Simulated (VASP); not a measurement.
Wanted: the native input for a VASP 6.6.1 run.

```
Task                   : single point
Functional             : PBE
Potentials or basis    : VASP PAW PBE potentials, release 64 (Ta_pv, N)
Cutoff                 : 520 eV
k mesh                 : 6 × 6 × 9
Occupations            : fermi-dirac, width 0.01 eV
Spin                   : no spin polarisation
Dipole correction      : no
Further INCAR settings : ALGO = Normal; EDIFF = 1e-07; NBANDS = 33
```

The structure of TaN lies in POSCAR:

```
TaN
1.0
    5.2304124715      0.0000000000      0.0000000000
   -2.6152062357      4.5296700726      0.0000000000
    0.0000000000      0.0000000000      2.9302787075
Ta N
3 3
Direct
    0.3333333333      0.6666666667      0.5000000000
    0.6666666667      0.3333333333      0.5000000000
    0.0000000000      0.0000000000      0.0000000000
    0.3928500000      0.0000000000      0.0000000000
    0.6071500000      0.6071500000      0.0000000000
    0.0000000000      0.3928500000      0.0000000000
```

The input as run:

INCAR

```
SYSTEM = TaN
PREC = Accurate
ENCUT = 520
EDIFF = 1E-7
ISMEAR = -1
SIGMA = 0.01
LREAL = .FALSE.
LASPH = .TRUE.
NELM = 100
ALGO = Normal
ISIF = 2
LWAVE = .FALSE.
LCHARG = .TRUE.
GGA = PE
LELF = .TRUE.
LVHAR = .TRUE.
NBANDS = 33
```

KPOINTS

```
Automatic mesh
0
G
  6 6 9
  0 0 0
```

Potentials or basis: VASP PAW PBE potentials, release 64 (Ta_pv, N).

Run with:

```bash
$ cat potpaw_PBE.64/Ta_pv/POTCAR potpaw_PBE.64/N/POTCAR > POTCAR
$ mpirun -np 1 vasp_std > vasp.out
```

Results of the run:

```
Pressure               : -0.7 GPa
Largest force          : 0.027 eV/Å
Band gap on the k mesh : zero (bands 24 and 25 overlap by 3.01 eV)
```

Caveat: spin-orbit coupling is left out, which moves the levels of the heavy elements.

It took 100 s on 1 thread of Intel Xeon 8259CL, with other jobs on the host, peak memory 0.22 GiB.
